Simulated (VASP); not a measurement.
# MoS2 (P-3m1) in VASP: a series of runs, part 2 of 2

VASP 6.6.1. The steps go on from the part before.

**5. Single point, RPBE+D3(BJ)**

This run uses another cell than the first one, of 19.36 Å³/atom, 1.020 times its volume.

The input, INCAR:

```
ALGO = Normal
EDIFF = 1E-6
ENCUT = 520
GGA = RP
ISIF = 2
ISMEAR = -1
IVDW = 12
LASPH = True
LCHARG = False
LREAL = False
LWAVE = False
NBANDS = 20
NELM = 80
PREC = Accurate
SIGMA = 0.05
```

The input, KPOINTS:

```
k-points
0
Gamma
  9 9 4
```

The input, POSCAR:

```
MoS2
1.0
    3.2488391220      0.0000000000      0.0000000000
   -1.6244195610      2.8135772124      0.0000000000
    0.0000000000      0.0000000000      6.3542790981
Mo S
1 2
Direct
    0.0000000000      0.0000000000      0.5000000000
    0.6666666667      0.3333333333      0.7446806800
    0.3333333333      0.6666666667      0.2553193200
```

Potentials or basis: VASP PAW PBE potentials, release 64 (Mo_sv, S).

Run with:

```sh
$ cat potpaw_PBE.64/Mo_sv/POTCAR potpaw_PBE.64/S/POTCAR > POTCAR
$ mpirun -np 1 vasp_std > vasp.out
```

OUTCAR:

```text
EDIFF = 1E-6
   ENCUT = 520
   GGA = RP
   ISIF = 2
   ISMEAR = -1
   IVDW = 12
   LASPH = True
   LREAL = False
   NELM = 80
   PREC = Accurate
 IVDW          = 12

 ion  position               nearest neighbor table
   1  0.000  0.000  0.500-   2 2.44   3 2.44   3 2.44   2 2.44   2 2.44   3 2.44
   2  0.667  0.333  0.745-   1 2.44   1 2.44   1 2.44
   3  0.333  0.667  0.255-   1 2.44   1 2.44   1 2.44

  LATTYP: Found a hexagonal cell.
 ALAT       =     3.2488391220
 C/A-ratio  =     1.9558614199

  Lattice vectors:

 A1 = (   3.2488391220,   0.0000000000,   0.0000000000)
 A2 = (  -1.6244195610,   2.8135772124,   0.0000000000)
 A3 = (   0.0000000000,   0.0000000000,   6.3542790981)

Analysis of symmetry for initial positions (statically):
=====================================================================
 Subroutine PRICEL returns:
 Original cell was already a primitive cell.

 Routine SETGRP: Setting up the symmetry group for a
 hexagonal supercell.

 Subroutine GETGRP returns: Found 12 space group operations
 (whereof 12 operations were pure point group operations)
 out of a pool of 24 trial point group operations.

The static configuration has the point symmetry D_3d.

Analysis of symmetry for dynamics (positions and initial velocities):
=====================================================================
 Subroutine PRICEL returns:
 Original cell was already a primitive cell.

 Routine SETGRP: Setting up the symmetry group for a
 hexagonal supercell.

 Subroutine GETGRP returns: Found 12 space group operations
 (whereof 12 operations were pure point group operations)
 out of a pool of 24 trial point group operations.

The dynamic configuration has the point symmetry D_3d.

 Subroutine INISYM returns: Found 12 space group operations
 (whereof 12 operations are pure point group operations),
 and found     1 'primitive' translations

----------------------------------------------------------------------------------------

                                     Primitive cell

  volume of cell :      58.0836

  direct lattice vectors                    reciprocal lattice vectors
     3.248839122  0.000000000  0.000000000     0.307802253  0.177709713  0.000000000
    -1.624419561  2.813577212  0.000000000     0.000000000  0.355419427  0.000000000
     0.000000000  0.000000000  6.354279098     0.000000000  0.000000000  0.157374265

  length of vectors
     3.248839122  3.248839122  6.354279098     0.355419427  0.355419427  0.157374265

  position of ions in fractional coordinates (direct lattice)
     0.000000000  0.000000000  0.500000000
     0.666666667  0.333333333  0.744680680
     0.333333333  0.666666667  0.255319320

  ion indices of the primitive-cell ions
   primitive index   ion index
                 1           1
                 2           2
                 3           3

----------------------------------------------------------------------------------------

 KPOINTS: k-points

Automatic generation of k-mesh.
 Grid dimensions read from file:
 generate k-points for:    9    9    4

 Generating k-lattice:

  Cartesian coordinates                     Fractional coordinates (reciprocal lattice)
     0.034200250  0.019745524  0.000000000     0.111111111  0.000000000  0.000000000
     0.000000000  0.039491047  0.000000000     0.000000000  0.111111111  0.000000000
     0.000000000  0.000000000  0.039343566     0.000000000  0.000000000  0.250000000

  Length of vectors
     0.039491047  0.039491047  0.039343566

  Shift w.r.t. Gamma in fractional coordinates (k-lattice)
     0.000000000  0.000000000  0.000000000

 Subroutine IBZKPT returns following result:
 ===========================================

 Found     43 irreducible k-points:

 Following reciprocal coordinates:
            Coordinates               Weight
  0.000000  0.000000  0.000000      1.000000
  0.111111  0.000000  0.000000      6.000000
  0.222222  0.000000  0.000000      6.000000
  0.333333 -0.000000  0.000000      6.000000
  0.444444  0.000000  0.000000      6.000000
  0.111111  0.111111  0.000000      6.000000
[... 16 lines left out ...]
  0.222222  0.111111  0.250000     12.000000
 -0.111111  0.333333  0.250000     12.000000
 [... further k-points ...]
   k-points           NKPTS =     43   k-points in BZ     NKDIM =     43   number of bands    NBANDS=     20
   number of dos      NEDOS =    301   number of ions     NIONS =      3
   total plane-waves  NPLWV =  27648
   dimension x,y,z NGX =    24 NGY =   24 NGZ =   48
   dimension x,y,z NGXF=    48 NGYF=   48 NGZF=   96
   ions per type =               1   2
   NGX,Y,Z   is equivalent  to a cutoff of  12.28, 12.28, 12.56 a.u.
   NGXF,Y,Z  is equivalent  to a cutoff of  24.56, 24.56, 25.12 a.u.
 SYSTEM =  unknown system
   PREC   = accura    normal or accurate (medium, high low for compatibility)
   ISTART =      0    job   : 0-new  1-cont  2-samecut
   ICHARG =      2    charge: 1-file 2-atom 10-const
   ISPIN  =      1    spin polarized calculation?
   LNONCOLLINEAR =      F non collinear calculations
   LSORBIT =      F    spin-orbit coupling
   LASPH  =      T    aspherical Exc in radial PAW
   ENCUT  =  520.0 eV  38.22 Ry    6.18 a.u.   6.04  6.04 11.81*2*pi/ulx,y,z
   NELM   =     80;   NELMIN=  2; NELMDL= -5     # of ELM steps
   EDIFF  = 0.1E-05   stopping-criterion for ELM
   LREAL  =      F    real-space projection
   EDIFFG = 0.1E-04   stopping-criterion for IOM
   NSW    =      0    number of steps for IOM
   IBRION =     -1    ionic relax: 0-MD 1-quasi-New 2-CG
   NFREE  =      0    steps in history (QN), initial steepest desc. (CG)
   ISIF   =      2    stress and relaxation
   ISYM   =      2    0-nonsym 1-usesym 2-fastsym
   POTIM  = 0.5000    time-step for ionic-motion
   TEBEG  =    0.0;   TEEND  =   0.0 temperature during run
   PSTRESS=    0.0 pullay stress
   NELECT =      26.0000    total number of electrons
   NUPDOWN=      -1.0000    fix difference up-down
   EMIN   =  10.00;   EMAX   =-10.00  energy-range for DOS
   EFERMI =   0.00;   METHOD = LEGACY
   ISMEAR =    -1;   SIGMA  =   0.05  broadening in eV -4-tet -1-fermi 0-gaus
   EFERMI_NEDOS =   21; number of points for ismear=-14 and -15
   IALGO  =     38    algorithm
   IMIX   =      4    mixing-type and parameters
     AMIX     =   0.40;   BMIX     =  1.00
     AMIX_MAG =   1.60;   BMIX_MAG =  1.00
  volume/ion in A,a.u.               =      19.36       130.66
  Fermi-wavevector in a.u.,A,eV,Ry     =   1.252319  2.366539 21.338043  1.568302
  Thomas-Fermi vector in A             =   2.386225
   LORBIT       =      0    0 simple, 1 ext, 2 COOP (PROOUT), +10 PAW based schemes
   GGA     = RP    functional components
   LHFCALC =     F    Hartree Fock is set to
   AEXX    =    0.0000 exact exchange contribution
   IVDW    =    12    specifies the selected vdW correction
   LEPSILON=     F    determine dielectric tensor
   LRPA    =     F    only Hartree local field effects (RPA)
 non-spin polarized calculation
  energy-cutoff  :      520.00
  volume of cell :       58.08
 maximum number of plane-waves:      1590
   NGX = 13   NGY = 13   NGZ = 23

 number of electron      26.0000002 magnetization

 Free energy of the ion-electron system (eV)
  ---------------------------------------------------
  ext. energy  EPLUGINS =         0.00000000
  ---------------------------------------------------
  free energy    TOTEN  =       -19.76496664 eV

  energy without entropy =      -19.75573333  energy(sigma->0) =      -19.76034998

 E-fermi :   6.7637     XC(G=0): -10.1736

 val. band max:        6.7577094160   @ k =   0.1111   0.0000   0.0000
 cond. band min:       6.9326792114   @ k =  -0.1111   0.3333   0.2500
 fundamental gap:      0.1749697954
 Fermi energy:         6.7636654473

 k-point     1 :       0.0000    0.0000    0.0000
  band No.  band energies     occupation
      1     -55.0507      2.00000
      2     -29.0586      2.00000
      3     -29.0586      2.00000
      4     -29.0545      2.00000
      5      -7.9367      2.00000
      6      -6.5660      2.00000
[... 12 lines left out ...]
     19      12.9943      0.00000
     20      16.3301      0.00000
[... 507 lines left out ...]
 k-point    24 :      -0.1111    0.3333    0.2500
  band No.  band energies     occupation
      1     -55.0326      2.00000
      2     -29.2400      2.00000
      3     -29.1139      2.00000
      4     -29.0166      2.00000
      5      -6.7837      2.00000
      6      -6.4198      2.00000
[... 12 lines left out ...]
     19      15.0087      0.00000
     20      15.2380      0.00000

 [... further k-points ...]

------------------------ aborting loop because EDIFF is reached ----------------------------------------

 Edisp (eV)   -5.37092

 E8    (eV) :    -3.3297

  FORCE on cell =-STRESS in cart. coord.  units (eV):
  Direction    XX          YY          ZZ          XY          YZ          ZX
  --------------------------------------------------------------------------------------
  -------------------------------------------------------------------------------------
  Total      -6.94355    -6.94355    -3.32113     0.00000     0.00000    -0.00000
  in kB    -191.53095  -191.53095   -91.61004     0.00000     0.00000    -0.00000
  external pressure =     -158.22 kB  Pullay stress =        0.00 kB

 VOLUME and BASIS-vectors are now :
 -----------------------------------------------------------------------------
  energy-cutoff  :      520.00
  volume of cell :       58.08
      direct lattice vectors                 reciprocal lattice vectors
     3.248839122  0.000000000  0.000000000     0.307802253  0.177709713  0.000000000
    -1.624419561  2.813577212  0.000000000     0.000000000  0.355419427  0.000000000
     0.000000000  0.000000000  6.354279098     0.000000000  0.000000000  0.157374265

 POSITION                                       TOTAL-FORCE (eV/Angst)
 -----------------------------------------------------------------------------------
      0.00000      0.00000      3.17714         0.000000      0.000000      0.000000
      1.62442      0.93786      4.73191         0.000000      0.000000     -0.562333
     -0.00000      1.87572      1.62237        -0.000000     -0.000000      0.562333
 -----------------------------------------------------------------------------------
    total drift:                                0.000000     -0.000000      0.000000

  FREE ENERGIE OF THE ION-ELECTRON SYSTEM (eV)
  ---------------------------------------------------
  free  energy   TOTEN  =       -25.1358816527 eV

  energy  without entropy=      -25.1266483379  energy(sigma->0) =      -25.13126500
```

stdout:

```text
POSCAR found type information on POSCAR MoS
 POSCAR found :  2 types and       3 ions
 scaLAPACK will be used
 -----------------------------------------------------------------------------
|                                                                             |
|                                                                             |
|     You enforced a specific xc type in the INCAR file but a different       |
|     I HOPE YOU KNOW WHAT YOU ARE DOING!                                     |
|                                                                             |
 -----------------------------------------------------------------------------

 LDA part: xc-table for (Slater+PW92), standard interpolation
 POSCAR, INCAR and KPOINTS ok, starting setup
 FFT: planning ... GRIDC
 FFT: planning ... GRID_SOFT
 FFT: planning ... GRID
 WAVECAR not read
 entering main loop
```

Run time: 79 s. Hardware: 1 thread of AMD EPYC, shared host; peak memory 0.17 GiB.

What came out:

| Property | Result |
| --- | --- |
| Free energy | -25.1359 eV |
| Pressure | -15.8 GPa |
| Largest force | 0.562 eV/Å |
| Band gap on the k mesh | zero (band 13 reaches 7.39 eV, above the bottom of band 14 at 6.34 eV) |
| Dispersion energy per atom | -1.790 eV |

Forces in eV/Å, atoms in the order of the input:
```
Mo   0.000  0.000  0.000
S    0.000  0.000 -0.562
S    0.000  0.000  0.562
```

Stress tensor (GPa, compression positive):
```
-19.15   0.00   0.00
  0.00 -19.15   0.00
  0.00   0.00  -9.16
```

Caveat: the PAW data sets were made with another functional, which shifts forces and pressure a little.

**6. Single point, PBEsol**

This run uses another cell than the first one, of 19.74 Å³/atom, 1.040 times its volume.

The input, INCAR:

```
PREC = Accurate
ENCUT = 520
EDIFF = 1E-6
ISMEAR = -1
SIGMA = 0.05
LREAL = False
LASPH = True
NELM = 60
ALGO = Normal
ISIF = 2
LWAVE = False
LCHARG = True
GGA = PS
LELF = True
LVHAR = True
NBANDS = 20
```

The input, KPOINTS:

```
Automatic mesh
0
Gamma
  9 9 4
```

The input, POSCAR:

```
MoS2
1.0
    3.2699360711      0.0000000000      0.0000000000
   -1.6349680355      2.8318477062      0.0000000000
    0.0000000000      0.0000000000      6.3955418068
Mo S
1 2
Direct
    0.0000000000      0.0000000000      0.5000000000
    0.6666666667      0.3333333333      0.7446806800
    0.3333333333      0.6666666667      0.2553193200
```

Potentials or basis: VASP PAW PBE potentials, release 64 (Mo_sv, S).

Run with:

```sh
$ cat potpaw_PBE.64/Mo_sv/POTCAR potpaw_PBE.64/S/POTCAR > POTCAR
$ mpirun -np 1 vasp_std > vasp.out
```

Wall time 78 s (1 thread of AMD EPYC, shared host); peak memory 0.16 GiB.

Results (log left out):

```yaml
Free_energy: -22.4941 eV
Pressure: -8.0 GPa
Largest_force: 0.559 eV/Å
Band_gap_on_the_k_mesh: zero (band 13 reaches 6.94 eV, above the bottom of band 14 at 5.96 eV)
```

Forces in eV/Å, atoms in the order of the input:
```
Mo   0.000  0.000  0.000
S    0.000  0.000 -0.559
S    0.000  0.000  0.559
```

Stress tensor (GPa, compression positive):
```
-8.97  0.00  0.00
 0.00 -8.97  0.00
 0.00  0.00 -5.94
```

Levels at points of the mesh, in eV from the Fermi level:
| k point | band 11 | band 12 | band 13 | band 14 | band 15 | band 16 |
| --- | --- | --- | --- | --- | --- | --- |
| (0.00, 0.00, 0.00) | -0.99 | -0.88 | -0.88 | -0.32 | -0.32 | 3.06 |
| (0.00, 0.00, 0.50) | -0.89 | -0.89 | -0.38 | -0.38 | -0.09 | 3.20 |

Caveat: the PAW data sets were made with another functional, which shifts forces and pressure a little; this functional lacks dispersion, which binds the layers, so the pressure and a relaxed spacing across them are unreliable.

**7. Overview**

```csv
level,cell,gap on the mesh (eV),pressure (GPa),largest force (eV/Å)
PBEsol,"a = 3.227, b = 3.227, c = 6.312 Å, angles 90.0, 90.0, 120.0°, 3 atoms",none,-3.4,0.03
RPBE+D3(BJ),"a = 3.227, b = 3.227, c = 6.312 Å, angles 90.0, 90.0, 120.0°, 3 atoms",none,-13.8,0.25
PBEsol,"a = 3.249, b = 3.249, c = 6.354 Å, angles 90.0, 90.0, 120.0°, 3 atoms",none,-5.8,0.28
RPBE+D3(BJ),"a = 3.249, b = 3.249, c = 6.354 Å, angles 90.0, 90.0, 120.0°, 3 atoms",none,-15.8,0.56
PBEsol,"a = 3.270, b = 3.270, c = 6.396 Å, angles 90.0, 90.0, 120.0°, 3 atoms",none,-8.0,0.56
```

Alike in all rows: task single point; potentials or basis VASP PAW PBE potentials, release 64 (Mo_sv, S); no spin polarisation; k mesh 9 × 9 × 4; cutoff (eV) 520; smearing fermi-dirac 0.05 eV.

Caveats: the PAW data sets were made with another functional, which shifts forces and pressure a little; this functional lacks dispersion, which binds the layers, so the pressure and a relaxed spacing across them are unreliable (some runs).

Total energies depend on the potentials used, so only differences within one code and one set of settings carry meaning.
